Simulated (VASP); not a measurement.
# KTaO3 (P1) in VASP: notebook, part 4 of 4

VASP 6.6.1. The steps go on from the part before.

### Step 7. Single point, r2SCAN

POSCAR

```
KTaO3
1.0
    8.1212400000      0.0000000000      0.0000000000
    0.0000000000      8.1212400000      0.0000000000
    0.0000000000      0.0000000000      8.1212400000
K Ta O
8 8 24
Direct
    0.0191842625     -0.0155271855     -0.0000738803
    0.0464337958     -0.0078313164      0.5331574981
    0.0569986849      0.4579473085     -0.0081022110
    0.0217454477      0.4984829903      0.5042210303
    0.5256217031     -0.0321379494      0.0133477154
    0.5098975033      0.0195290374      0.5258187173
    0.5414567234      0.5388093444      0.0165738237
    0.5000221641      0.5034699135      0.5017460388
    0.2633218573      0.2407514123      0.2636050652
    0.2877269974      0.2777777778      0.7609059700
    0.2924183992      0.7319448754      0.2402096232
    0.2969743537      0.7723451099      0.7320310691
    0.7828238052      0.2269357881      0.2819273904
    0.7942998852      0.2359245632      0.7724805572
    0.7965901759      0.7217001345      0.2691584044
    0.7841536514      0.7450709498      0.7514492861
    0.2870743877      0.2599726150     -0.0014899203
    0.0206495560      0.2381409735      0.2008190867
    0.2433372244      0.0354625648      0.2459353498
    0.3058276815      0.2393599992      0.5232452187
    0.0212405987      0.1956967163      0.7544291266
    0.2774453162     -0.0173126271      0.8208229285
    0.2839590998      0.7140904591      0.0163029291
    0.0563337618      0.7343459866      0.2371066487
    0.2610069398      0.5102669051      0.2556998685
    0.2530032360      0.7289034679      0.4903684659
    0.0408188897      0.7534563687      0.7333362885
    0.2579778457      0.4928680842      0.7413399924
    0.7692175087      0.2311715945     -0.0195044107
    0.5295866149      0.2463047515      0.2569681477
    0.7847077540     -0.0059966212      0.2269111613
    0.7973166659      0.2198309618      0.5018445459
    0.5447567120      0.2005605055      0.7516955539
    0.7897685575     -0.0177312824      0.7218848353
    0.7934502613      0.7189788751     -0.0044081938
    0.5385015096      0.7458959469      0.2237589334
    0.7731947338      0.4908733149      0.2123444203
    0.7653018505      0.7190281287      0.4956755372
    0.5271362501      0.7108150972      0.7437903571
    0.7433963286      0.4717875595      0.7243475134
```

INCAR.step1

```
ALGO = Normal ; EDIFF = 1E-4
ENCUT = 520 ; GGA = PE
ISMEAR = -1 ; LASPH = T
LCHARG = F ; LREAL = Auto
LWAVE = T ; NBANDS = 178
NELM = 100 ; PREC = Accurate
SIGMA = 0.05
```

INCAR.step2

```
ALGO = Normal ; EDIFF = 1E-6
ENCUT = 520 ; ISIF = 2
ISMEAR = -1 ; ISTART = 1
LASPH = T ; LCHARG = F
LMIXTAU = T ; LREAL = Auto
LWAVE = F ; METAGGA = R2SCAN
NBANDS = 178 ; NELM = 100
PREC = Accurate ; SIGMA = 0.05
```

KPOINTS

```
k-points
0
Gamma
  1 1 1
```

Launch:

```console
> cat potpaw_PBE.64/K_sv/POTCAR potpaw_PBE.64/Ta_pv/POTCAR potpaw_PBE.64/O/POTCAR > POTCAR
> cp INCAR.step1 INCAR
> mpirun -np 1 vasp_gam > vasp.out
> cp INCAR.step2 INCAR
> mpirun -np 1 vasp_gam > vasp.out
```

Wall time 8.4 min (1 thread of Intel Xeon Platinum 8488C (Sapphire Rapids), shared host); peak memory 0.55 GiB.

Results (log left out):

```
Free energy            : -683.1215 eV
Pressure               : -0.2 GPa
Largest force          : 7.306 eV/Å
Band gap on the k mesh : 2.36 eV
```

Forces in eV/Å, atoms in the order of the input:
```
K    0.137 -0.302  0.257
K   -0.315  0.047 -1.102
K   -1.396  1.842  0.351
K    0.255 -0.140  0.227
K    0.612  1.367 -0.200
K    1.027 -0.829 -0.989
K   -0.089 -2.392 -1.133
K    0.957 -0.508 -0.183
Ta   2.445  5.566 -0.231
Ta   1.394 -4.856  1.684
Ta   0.566 -0.227  0.897
Ta  -2.065 -0.937  1.200
Ta  -1.321 -0.665 -3.152
Ta  -3.132  2.336 -3.883
Ta   0.620  0.174 -2.439
Ta   2.456  0.251  3.109
O    0.941  0.113  0.412
O   -0.218  1.343  1.965
O    0.290 -7.298  0.166
O   -1.485 -0.053 -2.378
O    3.754  1.730 -0.067
O    0.674 -1.339 -2.533
O   -0.297  0.849 -3.218
O   -5.618  1.532  0.382
O    0.484 -2.877  0.849
O    1.741  1.703  2.659
O   -1.687 -1.429  0.543
O    0.308  2.255  0.208
O   -0.138 -0.167  5.576
O    0.180 -0.055 -0.203
O   -0.099 -0.498  1.056
O    0.224  0.391 -0.755
O   -2.816  1.161  0.144
O   -1.342 -2.900  0.298
O   -0.440  1.118 -3.146
O    0.713  0.966  1.840
O    1.011  0.507  2.131
O    0.199  0.086 -0.348
O   -0.576  1.361 -0.116
O    2.048  0.771  0.123
```

Stress tensor (GPa, compression positive):
```
-6.98 -1.30 -0.45
-1.30  2.21 -0.35
-0.45 -0.35  4.28
```

Levels at points of the mesh, in eV from the valence-band top:
| k point | band 148 | band 149 | band 150 | band 151 | band 152 | band 153 | band 154 | band 155 | band 156 | band 157 |
| --- | --- | --- | --- | --- | --- | --- | --- | --- | --- | --- |
| (0.00, 0.00, 0.00) | -0.37 | -0.34 | -0.24 | -0.15 | 0.00 | 2.36 | 2.71 | 3.01 | 3.09 | 3.27 |

Caveat: the k points lie up to 0.77 Å⁻¹ apart; the atoms stand as in a frame of molecular dynamics; the PAW data sets were made with another functional, which shifts forces and pressure a little; spin-orbit coupling is left out, which moves the levels of the heavy elements; an odd mesh through Γ misses points on the zone boundary, where band edges can lie.

### Step 8. Summary

| cell | gap on the mesh (eV) | pressure (GPa) | largest force (eV/Å) |
| --- | --- | --- | --- |
| as given, atomic positions A | 2.87 | 5.7 | 10.25 |
| as given, atomic positions B | 3.13 | 3.3 | 7.77 |
| as given, atomic positions C | 2.61 | 1.1 | 5.79 |
| as given, atomic positions D | 3.16 | 2.8 | 8.02 |
| as given, atomic positions E | 2.01 | 1.6 | 6.78 |
| as given, atomic positions F | 2.36 | -0.2 | 7.31 |

Alike in all rows: task single point; level r2SCAN; potentials or basis VASP PAW PBE potentials, release 64 (K_sv, Ta_pv, O); no spin polarisation; k mesh 1 × 1 × 1; cutoff (eV) 520; smearing fermi-dirac 0.05 eV.

Caveats: all runs use coarse meshes; the PAW data sets were made with another functional, which shifts forces and pressure a little; spin-orbit coupling is left out, which moves the levels of the heavy elements; an odd mesh through Γ misses points on the zone boundary, where band edges can lie; the atoms stand as in a frame of molecular dynamics (at least some runs).

Total energies depend on the potentials used, so only differences within one code and one set of settings carry meaning.
